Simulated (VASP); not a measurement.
Input of a VASP 6.6.1 run:

INCAR

```
SYSTEM = NaCl
PREC = Accurate
ENCUT = 520
EDIFF = 1E-6
ISMEAR = -1
SIGMA = 0.05
LREAL = .FALSE.
LASPH = .TRUE.
NELM = 60
ALGO = Normal
ISIF = 2
LWAVE = .FALSE.
LCHARG = .FALSE.
GGA = PS
IVDW = 13
NBANDS = 14
```

File KPOINTS:

```
Automatic mesh
0
G
  8 8 8
  0 0 0
```

The input POSCAR:

```
NaCl
1.0
    3.4269873558      0.0000000000      0.0000000000
    0.0000000000      3.4269873558      0.0000000000
    0.0000000000      0.0000000000      3.4269873558
Cl Na
1 1
Direct
    0.5000000000      0.5000000000      0.5000000000
    0.0000000000      0.0000000000      0.0000000000
```

Potentials or basis: VASP PAW PBE potentials, release 64 (Cl, Na_pv).

Launch:

```console
$ cat potpaw_PBE.64/Cl/POTCAR potpaw_PBE.64/Na_pv/POTCAR > POTCAR
$ mpirun -np 1 vasp_std > vasp.out
```

Predict the pressure.

0.0 GPa.

Estimate the dispersion energy per atom.

-0.064 eV.

Caveat: the PAW data sets were made with another functional, which shifts forces and pressure a little.
